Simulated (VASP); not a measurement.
Set up this calculation in VASP 6.6.1, as the native input.

```
Task                   : single point
Functional             : PBEsol
Potentials or basis    : VASP PAW PBE potentials, release 64 (Ag)
Cutoff                 : 520 eV
k mesh                 : 18 × 18 × 10
Occupations            : gaussian, width 0.15 eV
Spin                   : no spin polarisation
Dipole correction      : no
Further INCAR settings : ALGO = Fast; EDIFF = 1e-06; NBANDS = 18
```

The structure of Ag lies in POSCAR:

```
Ag
1.0
    2.9299980804      0.0000000000      0.0000000000
   -1.4649990402      2.5374527707      0.0000000000
    0.0000000000      0.0000000000      4.7900000000
Ag
2
Direct
    0.2742189326      0.5484378651      0.2500000000
    0.6666666667      0.3333333333      0.7500000000
```

This cell differs from its parent crystal: atom 1 (Ag) moved by (+0.000, -0.300) A along x and y.

One way to write it, as run:

INCAR

```
PREC     = Accurate       # precision mode
ENCUT    = 520            # plane-wave cutoff, eV
EDIFF    = 1E-6           # SCF threshold, eV
ISMEAR   = 0              # smearing method
SIGMA    = 0.15           # smearing width, eV
LREAL    = F              # projectors in reciprocal space
LASPH    = T              # aspherical terms in the spheres
NELM     = 100            # most SCF steps
ALGO     = Fast           # electronic algorithm
ISIF     = 2              # what is computed and relaxed
LWAVE    = F              # write WAVECAR
LCHARG   = F              # write CHGCAR
GGA      = PS             # functional
NBANDS   = 18             # bands
```

KPOINTS

```
Automatic mesh
0
Gamma
  18 18 10
```

Potentials or basis: VASP PAW PBE potentials, release 64 (Ag).

Launch:

```bash
$ cat potpaw_PBE.64/Ag/POTCAR > POTCAR
$ mpirun -np 1 vasp_std > vasp.out
```

Results of the run:

* Pressure: -6.1 GPa
* Largest force: 0.132 eV/Å
* Band gap on the k mesh: zero (bands 11 and 12 overlap by 7.22 eV)

Caveat: the cell differs from its parent crystal (atom 1 (Ag) moved by (+0.000, -0.300) A along x and y); the cell stands under tension; the PAW data sets were made with another functional, which shifts forces and pressure a little.

Wall time 6.1 min on 1 thread of Intel Xeon 8259CL, on a shared host, peak memory 0.39 GiB.
